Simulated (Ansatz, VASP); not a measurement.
**Two plane-wave programs on Zr2O**

The input INCAR:

```
  ALGO = Normal
  EDIFF = 1E-6
  ENCUT = 520
  GGA = PS
  ISIF = 2
  ISMEAR = 0
  LASPH = True
  LCHARG = True
  LELF = True
  LREAL = False
  LVHAR = True
  LWAVE = False
  NBANDS = 39
  NELM = 100
  PREC = Accurate
  SIGMA = 0.15
```

The input KPOINTS:

```
k-points
0
Gamma
  12 12 12
```

The input POSCAR:

```
Zr2O
1.0
    5.5415279124      0.0000000000      0.0000000000
    0.0000000000      5.5415279124      0.0000000000
    0.0000000000      0.0000000000      3.6019931431
Zr O
4 2
Direct
    0.2500000000      0.2500000000      0.7500000000
    0.7500000000      0.2500000000      0.2500000000
    0.2500000000      0.7500000000      0.2500000000
    0.7500000000      0.7500000000      0.7500000000
    0.0000000000      0.0000000000      0.0000000000
    0.5000000000      0.5000000000      0.5000000000
```

Input for Ansatz:

```yaml
crystal:
  lattice:
    - [5.5415279124, 0.0, 0.0]
    - [0.0, 5.5415279124, 0.0]
    - [0.0, 0.0, 3.6019931431]
  atoms:
    - { symbol: Zr, position: [0.25, 0.25, 0.75] }
    - { symbol: Zr, position: [0.75, 0.25, 0.25] }
    - { symbol: Zr, position: [0.25, 0.75, 0.25] }
    - { symbol: Zr, position: [0.75, 0.75, 0.75] }
    - { symbol: O, position: [0.0, 0.0, 0.0] }
    - { symbol: O, position: [0.5, 0.5, 0.5] }
basis:
  ecutwfc: 420
kpoints:
  mp_grid: { grid: [12, 12, 12] }
hamiltonian:
  xc: pbesol
scf:
  occupations: { method: gaussian, width: 0.15 }
output:
  forces: true
  stress: true
  eigenvalues: true
```

Alike in both runs: task single point; functional PBEsol; k mesh 12 × 12 × 12; occupations gaussian, width 0.15 eV; no spin polarisation.

```csv
,VASP,Ansatz
version,VASP 6.6.1,Ansatz 0.2.0
potentials or method,"VASP PAW PBE potentials, release 64 (Zr_sv, O), cutoff 520 eV","scalar-relativistic, plane waves, PAW"
valence electrons in the cell,60,60
```

```tsv
	VASP	Ansatz	Ansatz less VASP
gap on the k mesh at the Fermi level (eV)	none	none	-
pressure (GPa)	-6.6	-6.8	-0.18
traceless stress, the component that is largest in VASP (GPa)	6.21	6.30	+0.093
```

VASP's potentials were made for PBE, not for PBEsol. A gap of «none» marks a metal or a gap that the smearing closes. With one functional, cell and mesh, what is left measures potentials, basis and numerics.
